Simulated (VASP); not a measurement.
# Ga (C2/c) in VASP: notebook, part 2 of 2

VASP 6.6.1. The steps go on from the part before.

## 3. Electric field gradients, PBE (equal xx and yy strain of +1 %)

INCAR

```
SYSTEM = Ga
PREC     = Accurate       ! precision mode
ENCUT    = 520            ! plane-wave cutoff, eV
EDIFF    = 1E-8           ! SCF threshold, eV
ISMEAR   = -1             ! smearing method
SIGMA    = 0.03           ! smearing width, eV
LREAL    = .False.        ! projectors in reciprocal space
LASPH    = .True.         ! aspherical terms in the spheres
NELM     = 60             ! most SCF steps
ALGO     = Normal         ! electronic algorithm
ISIF     = 2              ! what is computed and relaxed
LWAVE    = .False.        ! write WAVECAR
LCHARG   = .False.        ! write CHGCAR
GGA      = PE             ! functional
LEFG     = .True.       
NBANDS   = 20             ! bands
```

KPOINTS

```
regular mesh
0
Gamma
  14 14 11
  0 0 0
```

POSCAR

```
Ga
1.0
    1.3968300000     -4.0667650000      0.0000000000
    1.3968300000      4.0667650000      0.0000000000
   -0.1186245000      0.0000000000      3.3299300000
Ga
2
Direct
    0.8690000000      0.1310000000      0.2500000000
    0.1310000000      0.8690000000      0.7500000000
```

Potentials or basis: VASP PAW PBE potentials, release 64 (Ga_d).

Launch:

```
$ cat potpaw_PBE.64/Ga_d/POTCAR > POTCAR
$ mpirun -np 1 vasp_std > vasp.out
```

OUTCAR:

```text
SYSTEM = Ga
   PREC = Accurate
   ENCUT = 520
   EDIFF = 1E-8
   ISMEAR = -1
   LREAL = .False.
   LASPH = .True.
   NELM = 60
   ISIF = 2
   GGA = PE

 ion  position               nearest neighbor table
   1  0.869  0.131  0.250-   2 2.70   2 2.70   2 2.88   2 2.88
   2  0.131  0.869  0.750-   1 2.70   1 2.70   1 2.88   1 2.88

  LATTYP: Found a base centered monoclinic cell.
 ALAT       =     2.7936600000
 B/A-ratio  =     2.9114244396
 C/A-ratio  =     1.1927157396
 COS(beta)  =    -0.0356011392

  Lattice vectors:

 A1 = (   1.3968300000,  -4.0667650000,   0.0000000000)
 A2 = (   1.3968300000,   4.0667650000,   0.0000000000)
 A3 = (  -0.1186245000,   0.0000000000,   3.3299300000)

Analysis of symmetry for initial positions (statically):
=====================================================================
 Subroutine PRICEL returns:
 Original cell was already a primitive cell.

 Routine SETGRP: Setting up the symmetry group for a
 base centered monoclinic supercell.

 Subroutine GETGRP returns: Found  4 space group operations
 (whereof  2 operations were pure point group operations)
 out of a pool of  4 trial point group operations.

The static configuration has the point symmetry S_2 .
 The point group associated with its full space group is C_2h.

Analysis of symmetry for dynamics (positions and initial velocities):
=====================================================================
 Subroutine PRICEL returns:
 Original cell was already a primitive cell.

 Routine SETGRP: Setting up the symmetry group for a
 base centered monoclinic supercell.

 Subroutine GETGRP returns: Found  4 space group operations
 (whereof  2 operations were pure point group operations)
[... 160 lines left out ...]
      2      -9.6479      2.00000
      3      -9.6114      2.00000
      4      -9.5863      2.00000
      5      -9.3329      2.00000
      6      -9.3327      2.00000
[... 541 lines left out ...]
     19      16.7132      0.00000
     20      17.8287      0.00000

 [... further k-points ...]

------------------------ aborting loop because EDIFF is reached ----------------------------------------

  FORCE on cell =-STRESS in cart. coord.  units (eV):
  Direction    XX          YY          ZZ          XY          YZ          ZX
  --------------------------------------------------------------------------------------
  -------------------------------------------------------------------------------------
  Total        0.2051940      0.1693391      0.1536199      0.0000000      0.0000000      0.0022923
  in kB        8.6899562      7.1715001      6.5057958      0.0000000      0.0000000      0.0970795
  external PRESSURE =       7.4557507 kB  Pullay stress =       0.0000000 kB

 VOLUME and BASIS-vectors are now :
 -----------------------------------------------------------------------------
  energy-cutoff  :      520.00
  volume of cell :       37.83
      direct lattice vectors                 reciprocal lattice vectors
     1.396830000 -4.066765000  0.000000000     0.357953366 -0.122947847  0.012751631
     1.396830000  4.066765000  0.000000000     0.357953366  0.122947847  0.012751631
    -0.118624500  0.000000000  3.329930000     0.000000000  0.000000000  0.300306613

 POSITION                                       TOTAL-FORCE (eV/Angst)
 -----------------------------------------------------------------------------------
      1.36717     -3.00127      0.83248         0.000000      0.187677      0.000000
      1.30786      3.00127      2.49745        -0.000000     -0.187677     -0.000000
 -----------------------------------------------------------------------------------
    total drift:                                0.000000      0.000000     -0.000000

  FREE ENERGIE OF THE ION-ELECTRON SYSTEM (eV)
  ---------------------------------------------------
  free  energy   TOTEN  =        -5.7780628886 eV

  energy  without entropy=       -5.7761169124  energy(sigma->0) =       -5.77708990

 Electric field gradients (V/A^2)
---------------------------------------------------------------------
 ion       V_xx      V_yy      V_zz      V_xy      V_xz      V_yz
---------------------------------------------------------------------
   1      -5.827   -17.835    23.663     0.000    -2.676     0.000
   2      -5.827   -17.835    23.663     0.000    -2.676    -0.000
---------------------------------------------------------------------

 Electric field gradients after diagonalization (V/A^2)
 (convention: |V_zz| > |V_xx| > |V_yy|)
----------------------------------------------------------------------
 ion       V_xx      V_yy      V_zz     asymmetry (V_yy - V_xx)/ V_zz
----------------------------------------------------------------------
   1     -17.835    -6.068    23.903       0.492
   2     -17.835    -6.068    23.903       0.492
----------------------------------------------------------------------

           NMR quadrupolar parameters

 Cq : quadrupolar parameter    Cq=e*Q*V_zz/h
 eta: asymmetry parameters     (V_yy - V_xx)/ V_zz
 Q  : nuclear electric quadrupole moment in mb (millibarn)
----------------------------------------------------------------------
 ion       Cq(MHz)       eta       Q (mb)
----------------------------------------------------------------------
   1       0.058       0.492       1.000
   2       0.058       0.492       1.000
----------------------------------------------------------------------
```

OSZICAR:

```text
N       E                     dE             d eps       ncg     rms          rms(c)
DAV:   1     0.131861999505E+03    0.13186E+03   -0.13272E+04 24540   0.246E+03
DAV:   2     0.561103189218E+01   -0.12625E+03   -0.12322E+03 24012   0.385E+02
DAV:   3    -0.565552836679E+01   -0.11267E+02   -0.11212E+02 26112   0.942E+01
DAV:   4    -0.582588897261E+01   -0.17036E+00   -0.17027E+00 26900   0.128E+01
DAV:   5    -0.582875308483E+01   -0.28641E-02   -0.28640E-02 26532   0.163E+00    0.138E+00
DAV:   6    -0.578668301135E+01    0.42070E-01   -0.85991E-02 31528   0.479E+00    0.715E-01
DAV:   7    -0.577889472076E+01    0.77883E-02   -0.17360E-02 33144   0.179E+00    0.199E-01
DAV:   8    -0.577804489466E+01    0.84983E-03   -0.22171E-03 25580   0.648E-01    0.190E-02
DAV:   9    -0.577806201064E+01   -0.17116E-04   -0.10431E-04 26312   0.102E-01    0.775E-03
DAV:  10    -0.577806310363E+01   -0.10930E-05   -0.76189E-06 26208   0.321E-02    0.196E-03
DAV:  11    -0.577806299210E+01    0.11153E-06   -0.97946E-07 27516   0.119E-02    0.538E-04
DAV:  12    -0.577806295843E+01    0.33666E-07   -0.10214E-07 27608   0.389E-03    0.179E-04
DAV:  13    -0.577806289061E+01    0.67823E-07   -0.13641E-08 16888   0.171E-03    0.640E-05
DAV:  14    -0.577806288861E+01    0.19954E-08   -0.24291E-09 13164   0.680E-04
   1 F= -.57780629E+01 E0= -.57770899E+01  d E =-.194598E-02
```

stdout:

```text
POSCAR found type information on POSCAR Ga
 POSCAR found :  1 types and       2 ions
 scaLAPACK will be used
 LDA part: xc-table for (Slater+PW92), standard interpolation
 POSCAR, INCAR and KPOINTS ok, starting setup
 FFT: planning ... GRIDC
 FFT: planning ... GRID_SOFT
 FFT: planning ... GRID
 WAVECAR not read
 entering main loop
ion   1

ion   2
```

Wall time 2.5 min (1 thread of Intel Xeon 6975P-C (Granite Rapids), shared host); peak memory 0.44 GiB.

Results:

| Item | Value |
| --- | --- |
| Free energy | -5.7781 eV |
| Pressure | 0.7 GPa |
| Largest force | 0.188 eV/Å |
| Band gap on the k mesh | zero (bands 13 and 14 overlap by 7.98 eV) |
| Largest electric field gradient by atom | Ga +23.9 V/Å² |

Forces in eV/Å, atoms in the order of the input:
```
Ga   0.000  0.188  0.000
Ga   0.000 -0.188  0.000
```

Stress tensor (GPa, compression positive):
```
0.87 0.00 0.01
0.00 0.72 0.00
0.01 0.00 0.65
```

Levels at points of the mesh, in eV from the Fermi level:
```csv
k point,band 9,band 10,band 11,band 12,band 13,band 14,band 15,band 16,band 17,band 18
"(0.00, 0.00, 0.00)",-14.78,-14.65,-11.09,-2.10,-1.73,1.77,5.52,9.39,10.04,10.17
"(0.50, 0.00, 0.00)",-14.71,-14.67,-6.08,-4.98,-1.37,-0.11,5.76,6.47,8.42,9.08
"(0.50, 0.50, 0.00)",-14.75,-14.70,-9.01,-8.52,4.08,4.64,5.83,6.05,7.31,10.74
```

Electric field gradients, principal values (V/Å²):
```
atom   least   middle  greatest (by size)
1 Ga  -6.068  -17.835              23.903
2 Ga  -6.068  -17.835              23.903
```

Caveat: the cell differs from its parent crystal (equal xx and yy strain of +1 %); without QUAD_EFG the Cq values of the log hold for a quadrupole moment of 1 mb, not for the nuclei.
